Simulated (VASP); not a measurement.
A run of VASP 6.6.1:

INCAR

```
SYSTEM = MgSi2N2
PREC = Accurate
ENCUT = 520
EDIFF = 1E-7
ISMEAR = 0
SIGMA = 0.1
LREAL = .False.
LASPH = .True.
NELM = 150
ALGO = Normal
ISIF = 2
LWAVE = .False.
LCHARG = .False.
ISPIN = 2
MAGMOM = 0 0 0 1 1
LORBIT = 11
GGA = PE
NBANDS = 22
```

Contents of KPOINTS:

```
Automatic mesh
0
Gamma
  6 6 6
  0 0 0
```

File POSCAR:

```
MgSi2N2
1.0
   -1.9180900228      1.9180900228      4.5069946868
    1.9180900228     -1.9180900228      4.5069946868
    1.9180900228      1.9180900228     -4.5069946868
Mg Si N
1 2 2
Direct
    0.0000000000      0.0000000000      0.0000000000
    0.7500000000      0.2500000000      0.5000000000
    0.2500000000      0.7500000000      0.5000000000
    0.2454427245      0.2454427245      0.0000000000
    0.7545572755      0.7545572755      0.0000000000
```

Potentials or basis: VASP PAW PBE potentials, release 64 (Mg, Si, N).

Run with:

```bash
$ cat potpaw_PBE.64/Mg/POTCAR potpaw_PBE.64/Si/POTCAR potpaw_PBE.64/N/POTCAR > POTCAR
$ mpirun -np 1 vasp_std > vasp.out
```

Hardware: 1 thread of Intel(R) Xeon(R) Platinum 8259CL CPU @ 2.50GHz (Skylake/Cascade Lake) (shared host).

**Question.** How long does it take, and how much memory?

**Answer.** It took 2.8 min on 1 thread of Intel(R) Xeon(R) Platinum 8259CL CPU @ 2.50GHz (Skylake/Cascade Lake) (shared host), peak memory 0.31 GiB. Counts: scf iterations 15, k points 30.
